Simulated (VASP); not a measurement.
## Mo: single point with LDA

The system is Mo.

```xyz
1
Lattice="2.6797 0.0000 0.0000 -1.3398 2.3207 0.0000 0.0000 0.0000 2.5030" Properties=species:S:1:pos:R:3 pbc="T T T"
Mo    0.0000    0.0000    1.2515
```

- Program: VASP 6.6.1
- Task: single point
- Functional: LDA
- Potentials or basis: VASP PAW LDA potentials, release 64 (Mo_sv)
- Cutoff: 520 eV
- k mesh: 12 × 12 × 11
- Occupations: fermi-dirac, width 0.1 eV
- Spin: no spin polarisation
- Dipole correction: no
- Further INCAR settings: ALGO = Normal; EDIFF = 1e-06; NBANDS = 13

The pressure is 6.5 GPa. The band gap on the k mesh is zero (band 7 reaches 13.39 eV, above the bottom of band 8 at 11.37 eV).

Stress tensor (GPa, compression positive):
```
11.21  0.00  0.00
 0.00 11.21  0.00
 0.00  0.00 -2.80
```

Levels at points of the mesh, in eV from the Fermi level:
```tsv
k point	band 5	band 6	band 7	band 8	band 9	band 10
(0.00, 0.00, 0.00)	-7.00	-4.71	-1.06	-1.06	4.44	4.44
(0.50, 0.00, 0.00)	-5.34	-3.35	0.96	1.25	3.69	4.79
```

It took 6.8 s on 1 thread of Intel(R) Xeon(R) 6975P-C (Granite Rapids), on a shared host, peak memory 0.13 GiB.
